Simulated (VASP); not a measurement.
# Ir (Cmcm) in VASP: single point with PBE

Aim: the single point of Ir with PBE.

Program: VASP 6.6.1. These are calculated values, not measurements. Logs are shortened: lines on timing, memory, paths and dates and some standing lists are left out, and cuts for length are marked.

## (1) The cell of the first run

It takes space group Cmcm (No. 63, orthorhombic). Conventional cell: a = 2.751 Å, b = 4.766 Å, c = 4.462 Å, α = 90.00°, β = 90.00°, γ = 90.00°. Ir (site symmetry m2m) has 12 Ir at 2.65 to 2.79 Å within 3.5 Å.

## (2) Single point, PBE

File INCAR:

```
SYSTEM = Ir
PREC     = Accurate       ! precision mode
ENCUT    = 520            ! plane-wave cutoff, eV
EDIFF    = 1E-7           ! SCF threshold, eV
ISMEAR   = 0              ! smearing method
SIGMA    = 0.05           ! smearing width, eV
LREAL    = .FALSE.        ! projectors in reciprocal space
LASPH    = .TRUE.         ! aspherical terms in the spheres
NELM     = 100            ! most SCF steps
ALGO     = Fast           ! electronic algorithm
ISIF     = 2              ! what is computed and relaxed
LWAVE    = .FALSE.        ! write WAVECAR
LCHARG   = .FALSE.        ! write CHGCAR
GGA      = PE             ! functional
NBANDS   = 16             ! bands
```

File KPOINTS:

```
regular mesh
0
G
  15 15 8
  0 0 0
```

File POSCAR:

```
Ir
1.0
    2.7513778946      0.0000000000      0.0000000000
   -1.3756889473      2.3827631521      0.0000000000
    0.0000000000      0.0000000000      4.4622900000
Ir
2
Direct
    0.6666666700      0.3333333300      0.7500000000
    0.3648093917      0.7296187934      0.2500000000
```

Potentials or basis: VASP PAW PBE potentials, release 64 (Ir).

Run with:

```
$ cat potpaw_PBE.64/Ir/POTCAR > POTCAR
$ mpirun -np 1 vasp_std > vasp.out
```

OUTCAR:

```text
SYSTEM = Ir
   PREC = Accurate
   ENCUT = 520
   EDIFF = 1E-7
   ISMEAR = 0
   LREAL = .FALSE.
   LASPH = .TRUE.
   NELM = 100
   ISIF = 2
   GGA = PE

 ion  position               nearest neighbor table
   1  0.667  0.333  0.750-   2 2.65   2 2.65   2 2.79   2 2.79   2 2.79   2 2.79
   2  0.365  0.730  0.250-   1 2.65   1 2.65   1 2.79   1 2.79   1 2.79   1 2.79

  LATTYP: Found a hexagonal cell.
 ALAT       =     2.7513778946
 C/A-ratio  =     1.6218382828

  Lattice vectors:

 A1 = (   2.7513778946,   0.0000000000,   0.0000000000)
 A2 = (  -1.3756889473,   2.3827631521,   0.0000000000)
 A3 = (   0.0000000000,   0.0000000000,   4.4622900000)

Analysis of symmetry for initial positions (statically):
=====================================================================
 Subroutine PRICEL returns:
 Original cell was already a primitive cell.

 Routine SETGRP: Setting up the symmetry group for a
 hexagonal supercell.

 Subroutine GETGRP returns: Found  8 space group operations
 (whereof  2 operations were pure point group operations)
 out of a pool of 24 trial point group operations.

The static configuration has the point symmetry C_1h.
 The point group associated with its full space group is D_2h.

Analysis of symmetry for dynamics (positions and initial velocities):
=====================================================================
 Subroutine PRICEL returns:
 Original cell was already a primitive cell.

 Routine SETGRP: Setting up the symmetry group for a
 hexagonal supercell.

 Subroutine GETGRP returns: Found  8 space group operations
 (whereof  2 operations were pure point group operations)
 out of a pool of 24 trial point group operations.

The dynamic configuration has the point symmetry C_1h.
 The point group associated with its full space group is D_2h.

 Subroutine INISYM returns: Found  8 space group operations
 (whereof  2 operations are pure point group operations),
 and found     1 'primitive' translations

----------------------------------------------------------------------------------------

                                     Primitive cell

  volume of cell :      29.2542

  direct lattice vectors                    reciprocal lattice vectors
     2.751377895  0.000000000  0.000000000     0.363454254  0.209840411  0.000000000
    -1.375688947  2.382763152  0.000000000     0.000000000  0.419680823  0.000000000
     0.000000000  0.000000000  4.462290000     0.000000000  0.000000000  0.224100182

  length of vectors
     2.751377895  2.751377895  4.462290000     0.419680823  0.419680823  0.224100182

  position of ions in fractional coordinates (direct lattice)
     0.666666670  0.333333330  0.750000000
     0.364809392  0.729618793  0.250000000

  ion indices of the primitive-cell ions
   primitive index   ion index
                 1           1
                 2           2

----------------------------------------------------------------------------------------

 KPOINTS: regular mesh

Automatic generation of k-mesh.
 Grid dimensions read from file:
 generate k-points for:   15   15    8

 Generating k-lattice:

  Cartesian coordinates                     Fractional coordinates (reciprocal lattice)
     0.024230284  0.013989361  0.000000000     0.066666667 -0.000000000  0.000000000
     0.000000000  0.027978722  0.000000000     0.000000000  0.066666667  0.000000000
     0.000000000  0.000000000  0.028012523     0.000000000  0.000000000  0.125000000

  Length of vectors
     0.027978722  0.027978722  0.028012523

  Shift w.r.t. Gamma in fractional coordinates (k-lattice)
     0.000000000  0.000000000  0.000000000

 Subroutine IBZKPT returns following result:
 ===========================================

 Found    320 irreducible k-points:

 Following reciprocal coordinates:
            Coordinates               Weight
  0.000000  0.000000  0.000000      1.000000
  0.066667 -0.000000  0.000000      4.000000
  0.000000  0.066667  0.000000      2.000000
  0.133333 -0.000000  0.000000      4.000000
  0.000000  0.133333  0.000000      2.000000
  0.200000 -0.000000  0.000000      4.000000
[... 16 lines left out ...]
 -0.266667  0.200000  0.000000      4.000000
  0.266667  0.066667  0.000000      4.000000
 [... further k-points ...]
   k-points           NKPTS =    320   k-points in BZ     NKDIM =    320   number of bands    NBANDS=     16
   number of dos      NEDOS =    301   number of ions     NIONS =      2
   total plane-waves  NPLWV =  14400
   dimension x,y,z NGX =    20 NGY =   20 NGZ =   36
   dimension x,y,z NGXF=    40 NGYF=   40 NGZF=   72
   ions per type =               2
   NGX,Y,Z   is equivalent  to a cutoff of  12.08, 12.08, 13.41 a.u.
   NGXF,Y,Z  is equivalent  to a cutoff of  24.17, 24.17, 26.82 a.u.
 SYSTEM =  Ir
   PREC   = accura    normal or accurate (medium, high low for compatibility)
   ISTART =      0    job   : 0-new  1-cont  2-samecut
   ICHARG =      2    charge: 1-file 2-atom 10-const
   ISPIN  =      1    spin polarized calculation?
   LNONCOLLINEAR =      F non collinear calculations
   LSORBIT =      F    spin-orbit coupling
   LASPH  =      T    aspherical Exc in radial PAW
   ENCUT  =  520.0 eV  38.22 Ry    6.18 a.u.   5.12  5.12  8.30*2*pi/ulx,y,z
   NELM   =    100;   NELMIN=  2; NELMDL= -5     # of ELM steps
   EDIFF  = 0.1E-06   stopping-criterion for ELM
   LREAL  =      F    real-space projection
   EDIFFG = 0.1E-05   stopping-criterion for IOM
   NSW    =      0    number of steps for IOM
   IBRION =     -1    ionic relax: 0-MD 1-quasi-New 2-CG
   NFREE  =      0    steps in history (QN), initial steepest desc. (CG)
   ISIF   =      2    stress and relaxation
   ISYM   =      2    0-nonsym 1-usesym 2-fastsym
   POTIM  = 0.5000    time-step for ionic-motion
   TEBEG  =    0.0;   TEEND  =   0.0 temperature during run
   PSTRESS=    0.0 pullay stress
   NELECT =      18.0000    total number of electrons
   NUPDOWN=      -1.0000    fix difference up-down
   EMIN   =  10.00;   EMAX   =-10.00  energy-range for DOS
   EFERMI =   0.00;   METHOD = LEGACY
   ISMEAR =     0;   SIGMA  =   0.05  broadening in eV -4-tet -1-fermi 0-gaus
   EFERMI_NEDOS =   21; number of points for ismear=-14 and -15
   IALGO  =     68    algorithm
   IMIX   =      4    mixing-type and parameters
     AMIX     =   0.40;   BMIX     =  1.00
     AMIX_MAG =   1.60;   BMIX_MAG =  1.00
  volume/ion in A,a.u.               =      14.63        98.71
  Fermi-wavevector in a.u.,A,eV,Ry     =   1.392417  2.631287 26.379323  1.938826
  Thomas-Fermi vector in A             =   2.516162
   LORBIT       =      0    0 simple, 1 ext, 2 COOP (PROOUT), +10 PAW based schemes
   GGA     = PE    functional components
   LHFCALC =     F    Hartree Fock is set to
   AEXX    =    0.0000 exact exchange contribution
   IVDW    =     0    specifies the selected vdW correction
   LEPSILON=     F    determine dielectric tensor
   LRPA    =     F    only Hartree local field effects (RPA)
 non-spin polarized calculation
 RMM-DIIS sequential band-by-band and
 Gauss-broadening in eV      SIGMA  =   0.05
  energy-cutoff  :      520.00
  volume of cell :       29.25
 maximum number of plane-waves:       801
   NGX = 11   NGY = 11   NGZ = 17

 number of electron      18.0000000 magnetization

 Free energy of the ion-electron system (eV)
  ---------------------------------------------------
  ext. energy  EPLUGINS =         0.00000000
  ---------------------------------------------------
  free energy    TOTEN  =       -17.49948594 eV

  energy without entropy =      -17.49613431  energy(sigma->0) =      -17.49781012

 E-fermi :   9.9538     XC(G=0): -13.7879

 val. band max:        9.9537625843   @ k =   0.1333   0.1333   0.3750
 cond. band min:       9.9541968899   @ k =   0.3333   0.2667   0.1250
 fundamental gap:      0.0004343055
 Fermi energy:         9.9538097585

 k-point     1 :       0.0000    0.0000    0.0000
  band No.  band energies     occupation
      1      -0.9249      2.00000
      2       2.1147      2.00000
      3       6.0236      2.00000
      4       6.2340      2.00000
      5       6.3912      2.00000
      6       6.7849      2.00000
[... 8 lines left out ...]
     15      26.3750      0.00000
     16      27.1914      0.00000

 k-point     2 :       0.0667   -0.0000    0.0000
  band No.  band energies     occupation
      1      -0.7575      2.00000
      2       2.2611      2.00000
      3       5.8724      2.00000
      4       6.3894      2.00000
      5       6.5018      2.00000
      6       6.7295      2.00000
[... 8 lines left out ...]
     15      26.5744      0.00000
     16      27.4041      0.00000

 k-point     3 :       0.0000    0.0667    0.0000
  band No.  band energies     occupation
      1      -0.7551      2.00000
      2       2.2720      2.00000
      3       5.7976      2.00000
      4       6.3668      2.00000
      5       6.5296      2.00000
      6       6.9182      2.00000
[... 8 lines left out ...]
     15      26.6337      0.00000
     16      27.4894      0.00000

 k-point     4 :       0.1333   -0.0000    0.0000
  band No.  band energies     occupation
      1      -0.2746      2.00000
      2       2.6550      2.00000
      3       5.5623      2.00000
      4       6.5051      2.00000
      5       6.5759      2.00000
      6       6.7905      2.00000
[... 8 lines left out ...]
     15      27.0237      0.00000
     16      27.4082      0.00000

 k-point     5 :       0.0000    0.1333    0.0000
  band No.  band energies     occupation
      1      -0.2631      2.00000
      2       2.7053      2.00000
      3       5.4126      2.00000
      4       6.3850      2.00000
      5       6.6608      2.00000
      6       6.9352      2.00000
[... 8 lines left out ...]
     15      27.3388      0.00000
     16      28.1593      0.00000

 k-point     6 :       0.2000   -0.0000    0.0000
  band No.  band energies     occupation
      1       0.4575      2.00000
      2       3.1169      2.00000
      3       5.3040      2.00000
      4       5.5655      2.00000
      5       6.2570      2.00000
      6       6.8646      2.00000
[... 8 lines left out ...]
     15      26.8352      0.00000
     16      26.8390      0.00000
[... 267 lines left out ...]
 k-point    21 :       0.2000    0.0667    0.0000
  band No.  band energies     occupation
      1       0.9986      2.00000
      2       3.3929      2.00000
      3       5.1152      2.00000
      4       5.1194      2.00000
      5       6.2918      2.00000
      6       6.4164      2.00000
[... 8 lines left out ...]
     15      25.1450      0.00000
     16      26.3274      0.00000

 k-point    22 :      -0.0667    0.2667    0.0000
  band No.  band energies     occupation
      1       1.0461      2.00000
      2       3.5314      2.00000
      3       4.9356      2.00000
      4       5.3563      2.00000
      5       6.0982      2.00000
      6       6.4297      2.00000
[... 8 lines left out ...]
     15      25.3200      0.00000
     16      26.0376      0.00000

 k-point    23 :      -0.2667    0.2000    0.0000
  band No.  band energies     occupation
      1       0.9868      2.00000
      2       3.3795      2.00000
      3       4.9993      2.00000
      4       5.1320      2.00000
      5       6.0958      2.00000
      6       6.7852      2.00000
[... 8 lines left out ...]
     15      25.3327      0.00000
     16      26.5978      0.00000

 k-point    24 :       0.2667    0.0667    0.0000
  band No.  band energies     occupation
      1       1.8227      2.00000
      2       3.3708      2.00000
      3       4.3223      2.00000
      4       5.3461      2.00000
      5       6.1896      2.00000
      6       6.3955      2.00000
[... 8 lines left out ...]
     15      23.7292      0.00000
     16      25.4119      0.00000

 [... further k-points ...]

------------------------ aborting loop because EDIFF is reached ----------------------------------------

  FORCE on cell =-STRESS in cart. coord.  units (eV):
  Direction    XX          YY          ZZ          XY          YZ          ZX
  --------------------------------------------------------------------------------------
  -------------------------------------------------------------------------------------
  Total       -0.3888182      0.1635203      0.1642372      0.0000000     -0.0000000      0.0000000
  in kB      -21.2945394      8.9555739      8.9948374      0.0000000     -0.0000000      0.0000000
  external PRESSURE =      -1.1147094 kB  Pullay stress =       0.0000000 kB

 VOLUME and BASIS-vectors are now :
 -----------------------------------------------------------------------------
  energy-cutoff  :      520.00
  volume of cell :       29.25
      direct lattice vectors                 reciprocal lattice vectors
     2.751377895  0.000000000  0.000000000     0.363454254  0.209840411  0.000000000
    -1.375688947  2.382763152  0.000000000     0.000000000  0.419680823  0.000000000
     0.000000000  0.000000000  4.462290000     0.000000000  0.000000000  0.224100182

 POSITION                                       TOTAL-FORCE (eV/Angst)
 -----------------------------------------------------------------------------------
      1.37569      0.79425      3.34672        -0.000000      0.730850      0.000000
     -0.00000      1.73851      1.11557         0.000000     -0.730850      0.000000
 -----------------------------------------------------------------------------------
    total drift:                               -0.000001      0.000000     -0.000000

  FREE ENERGIE OF THE ION-ELECTRON SYSTEM (eV)
  ---------------------------------------------------
  free  energy   TOTEN  =       -17.4994859387 eV

  energy  without entropy=      -17.4961343078  energy(sigma->0) =      -17.49781012
```

Run time: 2.1 min. Hardware: 1 thread of AMD EPYC 7R13 (Zen 3), shared host; peak memory 0.21 GiB.

What came out:

* Free energy: -17.4995 eV
* Pressure: -0.1 GPa
* Largest force: 0.731 eV/Å
* Band gap on the k mesh: zero (bands 9 and 10 overlap by 3.19 eV)

Forces in eV/Å, atoms in the order of the input:
```
Ir   0.000  0.731  0.000
Ir   0.000 -0.731  0.000
```

Stress tensor (GPa, compression positive):
```
-2.13  0.00  0.00
 0.00  0.90  0.00
 0.00  0.00  0.90
```

Caveat: spin-orbit coupling is left out, which moves the levels of the heavy elements.
